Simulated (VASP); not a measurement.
Wanted: the native input for a VASP 6.6.1 run.

| Property | Result |
| --- | --- |
| Task | relaxation of cell and atoms |
| Functional | PBEsol |
| Potentials or basis | VASP PAW PBE potentials, release 64 (H_h) |
| Cutoff | 1230 eV |
| k mesh | 10 × 10 × 10 |
| Occupations | gaussian, width 0.01 eV |
| Spin | no spin polarisation |
| Dipole correction | no |
| Further INCAR settings | ALGO = Normal; EDIFF = 1e-07; IBRION = 2; EDIFFG = -0.001; NSW = 80; ISIF = 3 |

The structure of H lies in POSCAR:

```
H
1.0
   -1.7538636044      1.7538636044      2.1865336887
    1.7538636044     -1.7538636044      2.1865336887
    1.7538636044      1.7538636044     -2.1865336887
H
2
Direct
    0.9131797345      0.9131797345      0.0000000000
    0.0868202655      0.0868202655      0.0000000000
```

The input as run:

INCAR

```
SYSTEM = H
PREC = Accurate
ENCUT = 1230
EDIFF = 1E-7
ISMEAR = 0
SIGMA = 0.01
LREAL = .FALSE.
LASPH = .TRUE.
NELM = 120
ALGO = Normal
ISIF = 3
LWAVE = .FALSE.
LCHARG = .FALSE.
GGA = PS
IBRION = 2
NSW = 80
EDIFFG = -0.001
GGA_COMPAT = .FALSE.
NELMIN = 4
```

KPOINTS

```
regular mesh
0
G
  10 10 10
  0 0 0
```

Potentials or basis: VASP PAW PBE potentials, release 64 (H_h).

The run is started by

```bash
$ cat potpaw_PBE.64/H_h/POTCAR > POTCAR
$ mpirun -np 1 vasp_std > vasp.out
```

It gave:

```yaml
Relaxed_volume: 13.87 Å³/atom
Relaxed_cell: a = 3.343 Å, b = 3.343 Å, c = 3.343 Å, α = 116.16°, β = 116.16°, γ = 96.78°
Space_group_after_relaxing_to_0.1_Å: I4/mmm (No. 139)
Energy_gained_by_relaxing: 0.0 meV/atom
Ionic_steps: 14
Pressure_after_relaxing: 0.0 GPa
Band_gap_on_the_k_mesh: 8.93 eV (least direct gap 9.54 eV)
```

Caveat: this functional lacks dispersion, which holds the molecules together, so the pressure and a relaxed volume are unreliable; the PAW data sets were made with another functional, which shifts forces and pressure a little.

Wall time 100 s on 1 thread of Intel(R) Xeon(R) 6975P-C (Granite Rapids) (shared host), peak memory 0.24 GiB.
